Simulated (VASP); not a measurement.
A run of VASP 6.6.1 is set up as follows.

File POSCAR:

```
P
1.0
    1.6366841122     -5.4283585144      0.0000000000
    1.6366841122      5.4283585144      0.0000000000
    0.0000000000      0.0000000000      4.5131404726
P
4
Direct
    0.9041431300      0.0958568700      0.5888151700
    0.0958568700      0.9041431300      0.4111848300
    0.5958568700      0.4041431300      0.0888151700
    0.4041431300      0.5958568700      0.9111848300
```

Contents of INCAR.step1:

```
SYSTEM = P
  PREC = Accurate
  ENCUT = 520
  ISMEAR = -1
  SIGMA = 0.05
  LREAL = .False.
  LASPH = .True.
  NELM = 60
  NBANDS = 18
  GGA = PE
  ALGO = Normal
  EDIFF = 1E-4
  LWAVE = .True.
  LCHARG = .False.
```

INCAR.step2

```
SYSTEM = P
  PREC = Accurate
  ENCUT = 520
  EDIFF = 1E-6
  ISMEAR = -1
  SIGMA = 0.05
  LREAL = .False.
  LASPH = .True.
  NELM = 60
  ALGO = Normal
  ISIF = 2
  LWAVE = .False.
  LCHARG = .False.
  METAGGA = R2SCAN
  LMIXTAU = .True.
  NBANDS = 18
  ISTART = 1
```

Contents of KPOINTS:

```
regular mesh
0
Gamma
  8 8 6
  0 0 0
```

Potentials or basis: VASP PAW PBE potentials, release 64 (P).

Command:

```sh
$ cat potpaw_PBE.64/P/POTCAR > POTCAR
$ cp INCAR.step1 INCAR
$ mpirun -np 1 vasp_std > vasp.out
$ cp INCAR.step2 INCAR
$ mpirun -np 1 vasp_std > vasp.out
```

(1) Predict the band gap on the k mesh.

(2) Predict the pressure.

(3) What does it give for the largest force?

## Answers

(1) 0.22 eV.

(2) 1.7 GPa.

(3) 0.159 eV/Å.

Caveat: the PAW data sets were made with another functional, which shifts forces and pressure a little.
